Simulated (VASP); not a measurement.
Here is a VASP 6.6.1 calculation.

INCAR

```
  PREC = Accurate
  ENCUT = 500
  EDIFF = 1E-6
  ISMEAR = 0
  SIGMA = 0.01
  LREAL = F
  LASPH = T
  NELM = 120
  ALGO = Normal
  ISIF = 2
  LWAVE = F
  LCHARG = F
  GGA = PS
  NBANDS = 16
  GGA_COMPAT = F
```

The input KPOINTS:

```
Automatic mesh
0
Gamma
  3 3 3
```

Contents of POSCAR:

```
CdSe
1.0
   -0.0385573877      3.0329265004      3.0329265004
    3.0329265004     -0.0385573877      3.0329265004
    3.0329265004      3.0329265004     -0.0385573877
Cd Se
1 1
Direct
   -0.0013282628     -0.0013282628     -0.0013282628
    0.2513282628      0.2513282628      0.2513282628
```

Potentials or basis: VASP PAW PBE potentials, release 64 (Cd, Se).

The run is started by

```sh
$ cat potpaw_PBE.64/Cd/POTCAR potpaw_PBE.64/Se/POTCAR > POTCAR
$ mpirun -np 1 vasp_std > vasp.out
```

Problem. Predict the pressure.

Solution. 0.6 GPa.

Problem. Estimate the largest force.

Solution. 0.007 eV/Å.

Problem. Estimate the band gap on the k mesh.

Solution. 0.36 eV, direct.

Forces in eV/Å, atoms in the order of the input:
```
Cd   0.004  0.004  0.004
Se  -0.004 -0.004 -0.004
```

Caveat: the k points lie up to 0.59 Å⁻¹ apart; the PAW data sets were made with another functional, which shifts forces and pressure a little.
